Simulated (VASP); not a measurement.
# Rb3Al (Pm-3m) in VASP: a series of runs, part 2 of 2

VASP 6.6.1. Earlier steps stand in the parts before.

### Step 4. Relaxation of cell and atoms, PBE

Input file INCAR:

```
PREC = Accurate
ENCUT = 600
EDIFF = 1E-6
ISMEAR = 0
SIGMA = 0.1
LREAL = F
LASPH = T
NELM = 100
ALGO = Normal
ISIF = 3
LWAVE = F
LCHARG = F
GGA = PE
IBRION = 2
NSW = 90
EDIFFG = -0.04
```

Input file KPOINTS:

```
Automatic mesh
0
Gamma
  4 4 4
```

Input file POSCAR:

```
Rb3Al
1.0
    5.1302876615      0.0000000000      0.0000000000
    0.0000000000      5.1302876615      0.0000000000
    0.0000000000      0.0000000000      5.1302876615
Rb Al
3 1
Direct
    0.0000000000      0.5000000000      0.5000000000
    0.5000000000      0.0000000000      0.5000000000
    0.5000000000      0.5000000000      0.0000000000
    0.0000000000      0.0000000000      0.0000000000
```

Potentials or basis: VASP PAW PBE potentials, release 64 (Rb_sv, Al).

On the command line:

```bash
$ cat potpaw_PBE.64/Rb_sv/POTCAR potpaw_PBE.64/Al/POTCAR > POTCAR
$ mpirun -np 1 vasp_std > vasp.out
```

OUTCAR:

```text
PREC = Accurate
   ENCUT = 600
   EDIFF = 1E-6
   ISMEAR = 0
   LREAL = F
   LASPH = T
   NELM = 100
   ISIF = 3
   GGA = PE
   IBRION = 2
   NSW = 90
   EDIFFG = -0.04

 ion  position               nearest neighbor table
   1  0.000  0.500  0.500-   2 3.63   3 3.63   4 3.63   3 3.63   4 3.63   2 3.63   4 3.63   4 3.63
                             2 3.63   3 3.63   3 3.63   2 3.63
   2  0.500  0.000  0.500-   1 3.63   3 3.63   4 3.63   3 3.63   4 3.63   1 3.63   3 3.63   3 3.63
                             1 3.63   4 3.63   4 3.63   1 3.63
   3  0.500  0.500  0.000-   1 3.63   2 3.63   4 3.63   1 3.63   2 3.63   2 3.63   4 3.63   2 3.63
                             1 3.63   4 3.63   1 3.63   4 3.63
   4  0.000  0.000  0.000-   1 3.63   2 3.63   3 3.63   1 3.63   2 3.63   1 3.63   3 3.63   1 3.63
                             2 3.63   3 3.63   2 3.63   3 3.63

  LATTYP: Found a simple cubic cell.
 ALAT       =     5.1302876615

  Lattice vectors:

 A1 = (   5.1302876615,   0.0000000000,   0.0000000000)
 A2 = (   0.0000000000,   5.1302876615,   0.0000000000)
 A3 = (   0.0000000000,   0.0000000000,   5.1302876615)

Analysis of symmetry for initial positions (statically):
=====================================================================
 Subroutine PRICEL returns:
 Original cell was already a primitive cell.

 Routine SETGRP: Setting up the symmetry group for a
[... 150 lines left out ...]

 number of electron      29.9999999 magnetization

 Free energy of the ion-electron system (eV)
  ---------------------------------------------------
  ext. energy  EPLUGINS =         0.00000000
  ---------------------------------------------------
  free energy    TOTEN  =        -3.68897470 eV

  energy without entropy =       -3.66949202  energy(sigma->0) =       -3.67923336

------------------------ aborting loop because EDIFF is reached ----------------------------------------

  FORCE on cell =-STRESS in cart. coord.  units (eV):
  Direction    XX          YY          ZZ          XY          YZ          ZX
  --------------------------------------------------------------------------------------
  -------------------------------------------------------------------------------------
  Total        6.4503988      6.4503988      6.4503988     -0.0000000     -0.0000000      0.0000000
  in kB       76.5370984     76.5370984     76.5370984     -0.0000000     -0.0000000      0.0000000
  external PRESSURE =      76.5370984 kB  Pullay stress =       0.0000000 kB
[... 139 lines left out ...]
--------------------------------------- Ionic step        5  -------------------------------------------

 number of electron      29.9999998 magnetization

 Free energy of the ion-electron system (eV)
  ---------------------------------------------------
  ext. energy  EPLUGINS =         0.00000000
  ---------------------------------------------------
  free energy    TOTEN  =        -5.12617838 eV

  energy without entropy =       -5.11542862  energy(sigma->0) =       -5.12080350

 E-fermi :   0.9219     XC(G=0):  -6.5917

 val. band max:        0.8563378402   @ k =   0.5000   0.5000   0.5000
 cond. band min:       1.0146437952   @ k =   0.5000   0.2500   0.2500
 fundamental gap:      0.1583059550
 Fermi energy:         0.9219244260

 k-point     1 :       0.0000    0.0000    0.0000
  band No.  band energies     occupation
      1     -27.7128      2.00000
      2     -27.6796      2.00000
      3     -27.6796      2.00000
      4     -11.9883      2.00000
      5     -11.9883      2.00000
      6     -11.9883      2.00000
[... 240 lines left out ...]
  FREE ENERGIE OF THE ION-ELECTRON SYSTEM (eV)
  ---------------------------------------------------
  free  energy   TOTEN  =        -5.1261783817 eV

  energy  without entropy=       -5.1154286184  energy(sigma->0) =       -5.12080350

 reached required accuracy - stopping structural energy minimisation
```

CONTCAR:

```text
Rb3Al
   1.00000000000000
     6.0918488073765644   -0.0000000000000000    0.0000000000000000
    -0.0000000000000000    6.0918488073765644   -0.0000000000000000
    -0.0000000000000000   -0.0000000000000000    6.0918488073765644
  Rb              Al
     3     1
Direct
     0.0000000000000000    0.5000000000000000    0.5000000000000000
     0.5000000000000000    0.0000000000000000    0.5000000000000000
     0.5000000000000000    0.5000000000000000    0.0000000000000000
     0.0000000000000000    0.0000000000000000    0.0000000000000000

  0.00000000E+00  0.00000000E+00  0.00000000E+00
  0.00000000E+00  0.00000000E+00  0.00000000E+00
  0.00000000E+00  0.00000000E+00  0.00000000E+00
  0.00000000E+00  0.00000000E+00  0.00000000E+00
```

It took 2.7 min on 1 thread of Oxide Virtual Turin-like, shared host; peak memory 0.24 GiB.

Results:

```yaml
Free_energy: -5.1262 eV
Relaxed_volume: 56.52 Å³/atom
Relaxed_cell: a = 6.092 Å, b = 6.092 Å, c = 6.092 Å, α = 90.00°, β = 90.00°, γ = 90.00°
Space_group_after_relaxing_to_0.1_Å: Pm-3m (No. 221)
Energy_gained_by_relaxing: 359.3 meV/atom
Ionic_steps: 5
Pressure_after_relaxing: 0.0 GPa
Band_gap_on_the_k_mesh: zero (bands 15 and 16 overlap by 0.72 eV)
```

The path:
| step | energy change (eV) | largest force (eV/Å) | pressure (GPa) | volume (Å³) |
| --- | --- | --- | --- | --- |
| 1 | 0.0000 | 0.0000 | 7.65 | 135.03 |
| 2 | -1.0358 | 0.0000 | 2.82 | 169.06 |
| 3 | -1.3844 | 0.0000 | 0.77 | 202.47 |
| 4 | -1.4341 | 0.0000 | 0.16 | 220.22 |
| 5 | -1.4372 | 0.0000 | 0.01 | 226.07 |

Final structure:
```
CELL_PARAMETERS angstrom
6.09185 0.00000 0.00000
0.00000 6.09185 0.00000
0.00000 0.00000 6.09185
ATOMIC_POSITIONS crystal
Rb 0.00000 0.50000 0.50000
Rb 0.50000 0.00000 0.50000
Rb 0.50000 0.50000 0.00000
Al 0.00000 0.00000 0.00000
```

Levels at points of the mesh, in eV from the Fermi level:
```
           k point  band 11  band 12  band 13  band 14  band 15  band 16  band 17  band 18  band 19
(0.00, 0.00, 0.00)   -12.60   -12.60    -4.52    -0.92     0.57     0.57     0.57     1.28     1.28
(0.50, 0.00, 0.00)   -12.62   -12.62    -4.23    -1.48     0.37     0.37     0.54     1.42     2.13
(0.50, 0.50, 0.00)   -12.67   -12.55    -4.10    -0.76    -0.76     0.15     0.30     2.38     2.38
(0.50, 0.50, 0.50)   -12.55   -12.55    -4.12    -0.07    -0.07    -0.07     0.64     0.64     0.64
```

Caveat: the volume moved by over 15 % at a fixed basis, so the end points are rough.

### Step 5. Single point, PBE

This run uses another cell than the first one, of 56.84 Å³/atom.

Input file INCAR:

```
PREC     = Accurate       # precision mode
ENCUT    = 520            # plane-wave cutoff, eV
EDIFF    = 1E-7           # SCF threshold, eV
ISMEAR   = 0              # smearing method
SIGMA    = 0.1            # smearing width, eV
LREAL    = False          # projectors in reciprocal space
LASPH    = True           # aspherical terms in the spheres
NELM     = 60             # most SCF steps
ALGO     = Fast           # electronic algorithm
ISIF     = 2              # what is computed and relaxed
LWAVE    = False          # write WAVECAR
LCHARG   = True           # write CHGCAR
GGA      = PE             # functional
LELF     = True           # ELF
LVHAR    = True         
NBANDS   = 23             # bands
```

Input file KPOINTS:

```
Automatic mesh
0
Gamma
  8 8 8
```

Input file POSCAR:

```
Rb3Al
1.0
    6.1032802425      0.0000000000      0.0000000000
    0.0000000000      6.1032802425      0.0000000000
    0.0000000000      0.0000000000      6.1032802425
Rb Al
3 1
Direct
    0.0000000000      0.5000000000      0.5000000000
    0.5000000000      0.0000000000      0.5000000000
    0.5000000000      0.5000000000      0.0000000000
    0.0000000000      0.0000000000      0.0000000000
```

On the command line:

```bash
$ cat potpaw_PBE.64/Rb_sv/POTCAR potpaw_PBE.64/Al/POTCAR > POTCAR
$ mpirun -np 1 vasp_std > vasp.out
```

Wall time 6.5 min (1 thread of Oxide Virtual Turin-like, shared host); peak memory 0.37 GiB.

It converged, with:

- Free energy: -5.0992 eV
- Pressure: 0.0 GPa
- Band gap on the k mesh: zero (bands 15 and 16 overlap by 0.75 eV)

Levels at points of the mesh, in eV from the Fermi level:
```csv
k point,band 11,band 12,band 13,band 14,band 15,band 16,band 17,band 18,band 19,band 20
"(0.00, 0.00, 0.00)",-12.63,-12.63,-4.55,-0.94,0.53,0.53,0.53,1.25,1.25,2.24
"(0.50, 0.00, 0.00)",-12.65,-12.65,-4.26,-1.51,0.33,0.33,0.52,1.37,2.09,2.62
"(0.50, 0.50, 0.00)",-12.70,-12.58,-4.14,-0.80,-0.80,0.13,0.27,2.36,2.36,2.46
"(0.50, 0.50, 0.50)",-12.58,-12.58,-4.15,-0.10,-0.10,-0.10,0.62,0.62,0.62,1.31
```

### Step 6. Relaxation of cell and atoms, PBE

This run uses another cell than the first one, of 54.72 Å³/atom.

Input file INCAR:

```
SYSTEM = Rb3Al
PREC = Accurate ; ENCUT = 600
EDIFF = 1E-6 ; ISMEAR = 0
SIGMA = 0.1 ; LREAL = .FALSE.
LASPH = .TRUE. ; NELM = 100
ALGO = Fast ; ISIF = 3
LWAVE = .FALSE. ; LCHARG = .FALSE.
GGA = PE ; IBRION = 2
NSW = 100 ; EDIFFG = -0.01
```

Input file KPOINTS:

```
regular mesh
0
G
  8 8 8
  0 0 0
```

Input file POSCAR:

```
Rb3Al
1.0
    6.0266182952      0.0000000000      0.0000000000
    0.0000000000      6.0266182952      0.0000000000
    0.0000000000      0.0000000000      6.0266182952
Rb Al
3 1
Direct
    0.0000000000      0.5000000000      0.5000000000
    0.5000000000      0.0000000000      0.5000000000
    0.5000000000      0.5000000000      0.0000000000
    0.0000000000      0.0000000000      0.0000000000
```

Potentials or basis: VASP PAW PBE potentials, release 64 (Rb_sv, Al).

On the command line:

```bash
$ cat potpaw_PBE.64/Rb_sv/POTCAR potpaw_PBE.64/Al/POTCAR > POTCAR
$ mpirun -np 1 vasp_std > vasp.out
```

It took 10 min on 1 thread of Oxide Virtual Turin-like, shared host; peak memory 0.4 GiB.

It converged, with:

```yaml
Free_energy: -5.0992 eV
Relaxed_volume: 57.00 Å³/atom
Relaxed_cell: a = 6.109 Å, b = 6.109 Å, c = 6.109 Å, α = 90.00°, β = 90.00°, γ = 90.00°
Space_group_after_relaxing_to_0.1_Å: Pm-3m (No. 221)
Energy_gained_by_relaxing: 1.6 meV/atom
Ionic_steps: 4
Pressure_after_relaxing: 0.0 GPa
Band_gap_on_the_k_mesh: zero (bands 15 and 16 overlap by 0.74 eV)
```

The path:
```tsv
step	energy change (eV)	largest force (eV/Å)	pressure (GPa)	volume (Å³)
1	0.0000	0.0000	0.23	218.89
2	-0.0031	0.0000	0.16	221.43
3	-0.0060	0.0000	0.05	225.82
4	-0.0064	0.0000	0.00	227.99
```

Final structure:
```yaml
crystal:
  lattice:
    - [6.10902, 0.00000, 0.00000]
    - [0.00000, 6.10902, 0.00000]
    - [0.00000, 0.00000, 6.10902]
  atoms:
    - { symbol: Rb, position: [0.00000, 0.50000, 0.50000] }
    - { symbol: Rb, position: [0.50000, 0.00000, 0.50000] }
    - { symbol: Rb, position: [0.50000, 0.50000, 0.00000] }
    - { symbol: Al, position: [0.00000, 0.00000, 0.00000] }
```

Levels at points of the mesh, in eV from the Fermi level:
```csv
k point,band 11,band 12,band 13,band 14,band 15,band 16,band 17,band 18,band 19
"(0.00, 0.00, 0.00)",-12.63,-12.63,-4.55,-0.94,0.53,0.53,0.53,1.25,1.25
"(0.50, 0.00, 0.00)",-12.65,-12.65,-4.26,-1.50,0.33,0.33,0.53,1.37,2.09
"(0.50, 0.50, 0.00)",-12.70,-12.58,-4.14,-0.79,-0.79,0.13,0.27,2.35,2.36
"(0.50, 0.50, 0.50)",-12.58,-12.58,-4.15,-0.10,-0.10,-0.10,0.62,0.62,0.62
```

### Step 7. Summary

| task | cell | k mesh | cutoff (eV) | gap on the mesh (eV) | pressure (GPa) | relaxed volume (Å³/atom) |
| --- | --- | --- | --- | --- | --- | --- |
| single point | a = 5.130 Å, 4 atoms | 4 × 4 × 4 | 520 | none | 7.6 | - |
| single point | a = 6.027 Å, 4 atoms | 4 × 4 × 4 | 520 | none | 0.2 | - |
| relaxation of cell and atoms | relaxed from a = 5.130 Å, 4 atoms | 4 × 4 × 4 | 600 | none | 0.0 | 56.52 |
| single point | a = 6.103 Å, 4 atoms | 8 × 8 × 8 | 520 | none | 0.0 | - |
| relaxation of cell and atoms | relaxed from a = 6.027 Å, 4 atoms | 8 × 8 × 8 | 600 | none | 0.0 | 57.00 |

Alike in all rows: level PBE; potentials or basis VASP PAW PBE potentials, release 64 (Rb_sv, Al); no spin polarisation; smearing gaussian 0.1 eV.

Caveats: the cell stands under pressure (at least some runs); the volume moved by over 15 % at a fixed basis, so the end points are rough (at least some runs).

Total energies depend on the potentials used, so only differences within one code and one set of settings carry meaning.

The gap in the log of VASP goes by the Fermi energy; the results here count the filled bands.